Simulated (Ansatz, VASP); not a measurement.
# Zr3SiO8: VASP beside Ansatz

```
Zr Si O
1.0
     5.05894    0.00000    0.00000
     0.00000    5.05894    0.00000
     0.00000    0.00000    5.05894
Zr Si O
3 1 8
Direct
  0.50000 0.00000 0.00000
  0.00000 0.50000 0.00000
  0.00000 0.00000 0.50000
  0.50000 0.50000 0.50000
  0.80488 0.19512 0.19512
  0.19512 0.80488 0.19512
  0.69247 0.30753 0.69247
  0.30753 0.69247 0.69247
  0.69247 0.69247 0.30753
  0.30753 0.30753 0.30753
  0.80488 0.80488 0.80488
  0.19512 0.19512 0.80488
```

Alike in both runs: task single point; functional PBE; k mesh 6 × 6 × 6; occupations gaussian, width 0.02 eV; no spin polarisation.

|  | VASP | Ansatz |
| --- | --- | --- |
| version | VASP 6.6.1 | Ansatz 0.2.0 |
| potentials or method | VASP PAW PBE potentials, release 64 (Zr_sv, Si, O), cutoff 520 eV | scalar-relativistic, plane waves, PAW |
| valence electrons in the cell | 88 | 88 |

|  | VASP | Ansatz | Ansatz less VASP |
| --- | --- | --- | --- |
| gap on the k mesh at the Fermi level (eV) | 3.84 | 3.85 | +0.007 |
| least direct gap on the mesh (eV) | 3.88 | 3.89 | +0.006 |
| pressure (GPa) | 0.3 | 0.0 | -0.31 |
| rms of the force components (eV/Å) | 0.012 | 0.000 | -0.0117 |

Atom by atom the forces differ by 0.012 eV/Å (rms over components). With one functional, cell and mesh, what is left measures potentials, basis and numerics.
